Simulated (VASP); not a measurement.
# Sn3Cl (Pm-3m) in VASP: notebook

The runs below take Sn3Cl through single point, with PBE.

All numbers are computed with VASP 6.6.1; they aren't measurements. Logs are shortened: lines on timing, memory, paths and dates and some standing lists are left out, and cuts for length are marked.

### Step 1. The cell of the first run

Symmetry: Pm-3m, No. 221, cubic system. The conventional cell has a = 4.653 Å, b = 4.653 Å, c = 4.653 Å, α = 90.00°, β = 90.00°, γ = 90.00°. Within 4.3 Å of Sn (site symmetry 4/mmm) lie 8 Sn at 3.29 Å and 4 Cl at 3.29 Å. Within 4.3 Å of Cl (site symmetry m-3m) lie 12 Sn at 3.29 Å.

### Step 2. Single point, PBE

Input file INCAR:

```
PREC = Accurate
ENCUT = 520
EDIFF = 1E-6
ISMEAR = 0
SIGMA = 0.1
LREAL = False
LASPH = True
NELM = 100
ALGO = Normal
ISIF = 2
LWAVE = False
LCHARG = True
GGA = PE
LELF = True
LVHAR = True
NBANDS = 32
```

Input file KPOINTS:

```
regular mesh
0
Gamma
  4 4 4
```

Input file POSCAR:

```
Sn3Cl
1.0
    4.6527424246      0.0000000000      0.0000000000
    0.0000000000      4.6527424246      0.0000000000
    0.0000000000      0.0000000000      4.6527424246
Sn Cl
3 1
Direct
    0.0000000000      0.5000000000      0.5000000000
    0.5000000000      0.0000000000      0.5000000000
    0.5000000000      0.5000000000      0.0000000000
    0.0000000000      0.0000000000      0.0000000000
```

Potentials or basis: VASP PAW PBE potentials, release 64 (Sn_d, Cl).

Run with:

```
$ cat potpaw_PBE.64/Sn_d/POTCAR potpaw_PBE.64/Cl/POTCAR > POTCAR
$ mpirun -np 1 vasp_std > vasp.out
```

OUTCAR:

```text
PREC = Accurate
   ENCUT = 520
   EDIFF = 1E-6
   ISMEAR = 0
   LREAL = False
   LASPH = True
   NELM = 100
   ISIF = 2
   GGA = PE

 ion  position               nearest neighbor table
   1  0.000  0.500  0.500-   2 3.29   3 3.29   3 3.29   2 3.29   2 3.29   3 3.29   3 3.29   2 3.29

   2  0.500  0.000  0.500-   1 3.29   3 3.29   3 3.29   1 3.29   3 3.29   3 3.29   1 3.29   1 3.29

   3  0.500  0.500  0.000-   1 3.29   2 3.29   1 3.29   2 3.29   2 3.29   2 3.29   1 3.29   1 3.29

   4  0.000  0.000  0.000-

  LATTYP: Found a simple cubic cell.
 ALAT       =     4.6527424246

  Lattice vectors:

 A1 = (   4.6527424246,   0.0000000000,   0.0000000000)
 A2 = (   0.0000000000,   4.6527424246,   0.0000000000)
 A3 = (   0.0000000000,   0.0000000000,   4.6527424246)

Analysis of symmetry for initial positions (statically):
=====================================================================
 Subroutine PRICEL returns:
 Original cell was already a primitive cell.

 Routine SETGRP: Setting up the symmetry group for a
 simple cubic supercell.

 Subroutine GETGRP returns: Found 48 space group operations
 (whereof 48 operations were pure point group operations)
 out of a pool of 48 trial point group operations.

The static configuration has the point symmetry O_h .

Analysis of symmetry for dynamics (positions and initial velocities):
=====================================================================
 Subroutine PRICEL returns:
 Original cell was already a primitive cell.

 Routine SETGRP: Setting up the symmetry group for a
 simple cubic supercell.

 Subroutine GETGRP returns: Found 48 space group operations
 (whereof 48 operations were pure point group operations)
 out of a pool of 48 trial point group operations.

The dynamic configuration has the point symmetry O_h .

 Subroutine INISYM returns: Found 48 space group operations
 (whereof 48 operations are pure point group operations),
 and found     1 'primitive' translations

----------------------------------------------------------------------------------------

                                     Primitive cell

  volume of cell :     100.7226

  direct lattice vectors                    reciprocal lattice vectors
     4.652742425  0.000000000  0.000000000     0.214927006  0.000000000  0.000000000
     0.000000000  4.652742425  0.000000000     0.000000000  0.214927006  0.000000000
     0.000000000  0.000000000  4.652742425     0.000000000  0.000000000  0.214927006

  length of vectors
     4.652742425  4.652742425  4.652742425     0.214927006  0.214927006  0.214927006

  position of ions in fractional coordinates (direct lattice)
     0.000000000  0.500000000  0.500000000
     0.500000000  0.000000000  0.500000000
     0.500000000  0.500000000  0.000000000
     0.000000000  0.000000000  0.000000000

  ion indices of the primitive-cell ions
   primitive index   ion index
                 1           1
                 2           2
                 3           3
                 4           4

----------------------------------------------------------------------------------------

 KPOINTS: regular mesh

Automatic generation of k-mesh.
 Grid dimensions read from file:
 generate k-points for:    4    4    4

 Generating k-lattice:

  Cartesian coordinates                     Fractional coordinates (reciprocal lattice)
     0.053731752  0.000000000  0.000000000     0.250000000  0.000000000  0.000000000
     0.000000000  0.053731752  0.000000000     0.000000000  0.250000000  0.000000000
     0.000000000  0.000000000  0.053731752     0.000000000  0.000000000  0.250000000

  Length of vectors
     0.053731752  0.053731752  0.053731752

  Shift w.r.t. Gamma in fractional coordinates (k-lattice)
     0.000000000  0.000000000  0.000000000

 Subroutine IBZKPT returns following result:
 ===========================================

 Found     10 irreducible k-points:

 Following reciprocal coordinates:
            Coordinates               Weight
  0.000000  0.000000  0.000000      1.000000
  0.250000  0.000000  0.000000      6.000000
  0.500000  0.000000  0.000000      3.000000
  0.250000  0.250000  0.000000     12.000000
  0.500000  0.250000  0.000000     12.000000
  0.500000  0.500000  0.000000      3.000000
  0.250000  0.250000  0.250000      8.000000
  0.500000  0.250000  0.250000     12.000000
  0.500000  0.500000  0.250000      6.000000
  0.500000  0.500000  0.500000      1.000000
   k-points           NKPTS =     10   k-points in BZ     NKDIM =     10   number of bands    NBANDS=     32
   number of dos      NEDOS =    301   number of ions     NIONS =      4
   total plane-waves  NPLWV =  46656
   dimension x,y,z NGX =    36 NGY =   36 NGZ =   36
   dimension x,y,z NGXF=    72 NGYF=   72 NGZF=   72
   ions per type =               3   1
   NGX,Y,Z   is equivalent  to a cutoff of  12.86, 12.86, 12.86 a.u.
   NGXF,Y,Z  is equivalent  to a cutoff of  25.73, 25.73, 25.73 a.u.
 SYSTEM =  unknown system
   PREC   = accura    normal or accurate (medium, high low for compatibility)
   ISTART =      0    job   : 0-new  1-cont  2-samecut
   ICHARG =      2    charge: 1-file 2-atom 10-const
   ISPIN  =      1    spin polarized calculation?
   LNONCOLLINEAR =      F non collinear calculations
   LSORBIT =      F    spin-orbit coupling
   LASPH  =      T    aspherical Exc in radial PAW
   ENCUT  =  520.0 eV  38.22 Ry    6.18 a.u.   8.65  8.65  8.65*2*pi/ulx,y,z
   NELM   =    100;   NELMIN=  2; NELMDL= -5     # of ELM steps
   EDIFF  = 0.1E-05   stopping-criterion for ELM
   LREAL  =      F    real-space projection
[... 7 lines left out ...]
   TEBEG  =    0.0;   TEEND  =   0.0 temperature during run
   PSTRESS=    0.0 pullay stress
   NELECT =      49.0000    total number of electrons
   NUPDOWN=      -1.0000    fix difference up-down
   EMIN   =  10.00;   EMAX   =-10.00  energy-range for DOS
   EFERMI =   0.00;   METHOD = LEGACY
   ISMEAR =     0;   SIGMA  =   0.10  broadening in eV -4-tet -1-fermi 0-gaus
   EFERMI_NEDOS =   21; number of points for ismear=-14 and -15
   IALGO  =     38    algorithm
   IMIX   =      4    mixing-type and parameters
     AMIX     =   0.40;   BMIX     =  1.00
     AMIX_MAG =   1.60;   BMIX_MAG =  1.00
  volume/ion in A,a.u.               =      25.18       169.93
  Fermi-wavevector in a.u.,A,eV,Ry     =   1.287551  2.433119 22.555577  1.657788
  Thomas-Fermi vector in A             =   2.419559
   LORBIT       =      0    0 simple, 1 ext, 2 COOP (PROOUT), +10 PAW based schemes
   GGA     = PE    functional components
   LHFCALC =     F    Hartree Fock is set to
   AEXX    =    0.0000 exact exchange contribution
   IVDW    =     0    specifies the selected vdW correction
   LEPSILON=     F    determine dielectric tensor
   LRPA    =     F    only Hartree local field effects (RPA)
 non-spin polarized calculation
 Gauss-broadening in eV      SIGMA  =   0.10
  energy-cutoff  :      520.00
  volume of cell :      100.72
 maximum number of plane-waves:      2800
 NGX is ok and might be reduce to    36
   NGX = 17   NGY = 17   NGZ = 17

 number of electron      48.9999962 magnetization

 Free energy of the ion-electron system (eV)
  ---------------------------------------------------
  ext. energy  EPLUGINS =         0.00000000
  ---------------------------------------------------
  free energy    TOTEN  =       -13.32642228 eV

  energy without entropy =      -13.31119200  energy(sigma->0) =      -13.31880714

 E-fermi :   7.6504     XC(G=0): -10.2613

 val. band max:        7.5885337737   @ k =   0.5000   0.2500   0.2500
 cond. band min:       7.7377028355   @ k =   0.5000   0.0000   0.0000
 fundamental gap:      0.1491690618
 Fermi energy:         7.6504221738

 k-point     1 :       0.0000    0.0000    0.0000
  band No.  band energies     occupation
      1     -14.1351      2.00000
      2     -14.1351      2.00000
      3     -14.1351      2.00000
      4     -14.1050      2.00000
      5     -14.1050      2.00000
      6     -14.0765      2.00000
[... 24 lines left out ...]
     31      13.5939      0.00000
     32      13.6924      0.00000

 k-point     2 :       0.2500    0.0000    0.0000
  band No.  band energies     occupation
      1     -14.1281      2.00000
      2     -14.1025      2.00000
      3     -14.0999      2.00000
      4     -14.0999      2.00000
      5     -14.0842      2.00000
      6     -14.0519      2.00000
[... 24 lines left out ...]
     31      12.8528      0.00000
     32      13.0251      0.00000

 k-point     3 :       0.5000    0.0000    0.0000
  band No.  band energies     occupation
      1     -14.1200      2.00000
      2     -14.1002      2.00000
      3     -14.0520      2.00000
      4     -14.0514      2.00000
      5     -14.0514      2.00000
      6     -14.0366      2.00000
[... 24 lines left out ...]
     31      12.0315      0.00000
     32      14.8060      0.00000

 k-point     4 :       0.2500    0.2500    0.0000
  band No.  band energies     occupation
      1     -14.1052      2.00000
      2     -14.1025      2.00000
      3     -14.0918      2.00000
      4     -14.0827      2.00000
      5     -14.0573      2.00000
      6     -14.0435      2.00000
[... 24 lines left out ...]
     31      13.6103      0.00000
     32      13.7923      0.00000

 k-point     5 :       0.5000    0.2500    0.0000
  band No.  band energies     occupation
      1     -14.0954      2.00000
      2     -14.0852      2.00000
      3     -14.0777      2.00000
      4     -14.0650      2.00000
      5     -14.0429      2.00000
      6     -14.0303      2.00000
[... 24 lines left out ...]
     31      12.0852      0.00000
     32      15.9538      0.00000

 k-point     6 :       0.5000    0.5000    0.0000
  band No.  band energies     occupation
      1     -14.0920      2.00000
      2     -14.0920      2.00000
      3     -14.0726      2.00000
      4     -14.0439      2.00000
      5     -14.0434      2.00000
      6     -14.0237      2.00000
[... 24 lines left out ...]
     31      13.6812      0.00000
     32      15.1583      0.00000

 k-point     7 :       0.2500    0.2500    0.2500
  band No.  band energies     occupation
      1     -14.1032      2.00000
      2     -14.1032      2.00000
      3     -14.0988      2.00000
      4     -14.0604      2.00000
      5     -14.0406      2.00000
      6     -14.0406      2.00000
[... 24 lines left out ...]
     31      13.5142      0.00000
     32      13.7999      0.00000

 k-point     8 :       0.5000    0.2500    0.2500
  band No.  band energies     occupation
      1     -14.1008      2.00000
      2     -14.0891      2.00000
      3     -14.0839      2.00000
      4     -14.0692      2.00000
      5     -14.0546      2.00000
      6     -14.0283      2.00000
[... 24 lines left out ...]
     31      12.8659      0.00000
     32      15.5121      0.00000

 k-point     9 :       0.5000    0.5000    0.2500
  band No.  band energies     occupation
      1     -14.1016      2.00000
      2     -14.0941      2.00000
      3     -14.0941      2.00000
      4     -14.0761      2.00000
      5     -14.0419      2.00000
      6     -14.0368      2.00000
[... 24 lines left out ...]
     31      13.9905      0.00000
     32      14.8938      0.00000

 k-point    10 :       0.5000    0.5000    0.5000
  band No.  band energies     occupation
      1     -14.1189      2.00000
      2     -14.0987      2.00000
      3     -14.0987      2.00000
      4     -14.0987      2.00000
      5     -14.0553      2.00000
      6     -14.0553      2.00000
[... 24 lines left out ...]
     31      14.4131      0.00000
     32      14.4131      0.00000

------------------------ aborting loop because EDIFF is reached ----------------------------------------

  FORCE on cell =-STRESS in cart. coord.  units (eV):
  Direction    XX          YY          ZZ          XY          YZ          ZX
  --------------------------------------------------------------------------------------
  -------------------------------------------------------------------------------------
  Total        2.4488097      2.4488097      2.4488097      0.0000000     -0.0000000      0.0000000
  in kB       38.9527918     38.9527918     38.9527918      0.0000000     -0.0000000      0.0000000
  external PRESSURE =      38.9527918 kB  Pullay stress =       0.0000000 kB

 VOLUME and BASIS-vectors are now :
 -----------------------------------------------------------------------------
  energy-cutoff  :      520.00
  volume of cell :      100.72
      direct lattice vectors                 reciprocal lattice vectors
     4.652742425  0.000000000  0.000000000     0.214927006  0.000000000  0.000000000
     0.000000000  4.652742425  0.000000000     0.000000000  0.214927006  0.000000000
     0.000000000  0.000000000  4.652742425     0.000000000  0.000000000  0.214927006

 POSITION                                       TOTAL-FORCE (eV/Angst)
 -----------------------------------------------------------------------------------
      0.00000      2.32637      2.32637         0.000000      0.000000      0.000000
      2.32637      0.00000      2.32637         0.000000      0.000000      0.000000
      2.32637      2.32637      0.00000         0.000000      0.000000      0.000000
      0.00000      0.00000      0.00000         0.000000      0.000000      0.000000
 -----------------------------------------------------------------------------------
    total drift:                                0.000000      0.000000      0.000000

  FREE ENERGIE OF THE ION-ELECTRON SYSTEM (eV)
  ---------------------------------------------------
  free  energy   TOTEN  =       -13.3264222840 eV

  energy  without entropy=      -13.3111920031  energy(sigma->0) =      -13.31880714
```

It took 24 s on 1 thread of Intel Xeon Platinum 8259CL at 2.50GHz (Skylake/Cascade Lake), shared host; peak memory 0.2 GiB.

What came out:

```
Free energy            : -13.3264 eV
Pressure               : 3.9 GPa
Band gap on the k mesh : zero (an odd number of electrons rules out a gap without spin polarisation)
```

Caveat: the cell stands under pressure; spin-orbit coupling is left out, which moves the levels of the heavy elements.

### Step 3. Single point, PBE

This run uses another cell than the first one, of 27.38 Å³/atom.

Input file INCAR:

```
ALGO = Normal ; EDIFF = 1E-7
ENCUT = 520 ; GGA = PE
ISIF = 2 ; ISMEAR = 0
LASPH = True ; LCHARG = True
LELF = True ; LREAL = False
LVHAR = True ; LWAVE = False
NBANDS = 32 ; NELM = 80
PREC = Accurate ; SIGMA = 0.1
```

Input file KPOINTS:

```
k-points
0
Gamma
  10 10 10
```

Input file POSCAR:

```
Sn3Cl
1.0
    4.7844702630      0.0000000000      0.0000000000
    0.0000000000      4.7844702630      0.0000000000
    0.0000000000      0.0000000000      4.7844702630
Sn Cl
3 1
Direct
    0.0000000000      0.5000000000      0.5000000000
    0.5000000000      0.0000000000      0.5000000000
    0.5000000000      0.5000000000      0.0000000000
    0.0000000000      0.0000000000      0.0000000000
```

Potentials or basis: VASP PAW PBE potentials, release 64 (Sn_d, Cl).

Run with:

```
$ cat potpaw_PBE.64/Sn_d/POTCAR potpaw_PBE.64/Cl/POTCAR > POTCAR
$ mpirun -np 1 vasp_std > vasp.out
```

Wall time 2.3 min (1 thread of Intel Xeon Platinum 8259CL at 2.50GHz (Skylake/Cascade Lake), shared host); peak memory 0.3 GiB.

It converged, with:

```
Free energy            : -13.2650 eV
Pressure               : -0.1 GPa
Band gap on the k mesh : zero (an odd number of electrons rules out a gap without spin polarisation)
```

Levels at points of the mesh, in eV from the Fermi level:
| k point | band 21 | band 22 | band 23 | band 24 | band 25 | band 26 | band 27 | band 28 | band 29 | band 30 |
| --- | --- | --- | --- | --- | --- | --- | --- | --- | --- | --- |
| (0.00, 0.00, 0.00) | -4.70 | -4.70 | -1.12 | -1.12 | -1.12 | 2.40 | 2.40 | 2.40 | 3.89 | 5.74 |
| (0.50, 0.00, 0.00) | -4.19 | -3.30 | -1.58 | -1.58 | 0.20 | 1.43 | 1.44 | 1.44 | 1.81 | 4.04 |
| (0.50, 0.50, 0.00) | -3.26 | -3.26 | -2.52 | -0.63 | 0.16 | 0.33 | 0.33 | 2.21 | 2.21 | 5.43 |
| (0.50, 0.50, 0.50) | -5.36 | -5.36 | -4.53 | -0.01 | -0.01 | -0.01 | 5.72 | 5.72 | 5.87 | 6.11 |

Caveat: spin-orbit coupling is left out, which moves the levels of the heavy elements.

### Step 4. Single point, PBE

This run uses another cell than the first one, of 27.38 Å³/atom.

Input file INCAR:

```
SYSTEM = Sn3Cl
  PREC = Accurate
  ENCUT = 520
  EDIFF = 1E-7
  ISMEAR = 0
  SIGMA = 0.1
  LREAL = .FALSE.
  LASPH = .TRUE.
  NELM = 100
  ALGO = Normal
  ISIF = 2
  LWAVE = .FALSE.
  LCHARG = .FALSE.
  GGA = PE
  NBANDS = 32
```

Input file KPOINTS:

```
Automatic mesh
0
G
  10 10 10
  0 0 0
```

POSCAR is that of step 3.

Run with:

```
$ cat potpaw_PBE.64/Sn_d/POTCAR potpaw_PBE.64/Cl/POTCAR > POTCAR
$ mpirun -np 1 vasp_std > vasp.out
```

It took 2.1 min on 1 thread of Intel Xeon Platinum 8259CL at 2.50GHz (Skylake/Cascade Lake), shared host; peak memory 0.3 GiB.

The run converged. Its results:

| Quantity | Value |
| --- | --- |
| Free energy | -13.2650 eV |
| Pressure | -0.1 GPa |
| Band gap on the k mesh | zero (an odd number of electrons rules out a gap without spin polarisation) |

Levels at points of the mesh, in eV from the Fermi level:
| k point | band 23 | band 24 | band 25 | band 26 | band 27 | band 28 |
| --- | --- | --- | --- | --- | --- | --- |
| (0.00, 0.00, 0.00) | -1.12 | -1.12 | -1.12 | 2.40 | 2.40 | 2.40 |
| (0.50, 0.00, 0.00) | -1.58 | -1.58 | 0.20 | 1.43 | 1.44 | 1.44 |
| (0.50, 0.50, 0.00) | -2.52 | -0.63 | 0.16 | 0.33 | 0.33 | 2.21 |
| (0.50, 0.50, 0.50) | -4.53 | -0.01 | -0.01 | -0.01 | 5.72 | 5.72 |

Caveat: spin-orbit coupling is left out, which moves the levels of the heavy elements.

The gap in the log of VASP goes by the Fermi energy; the results here count the filled bands.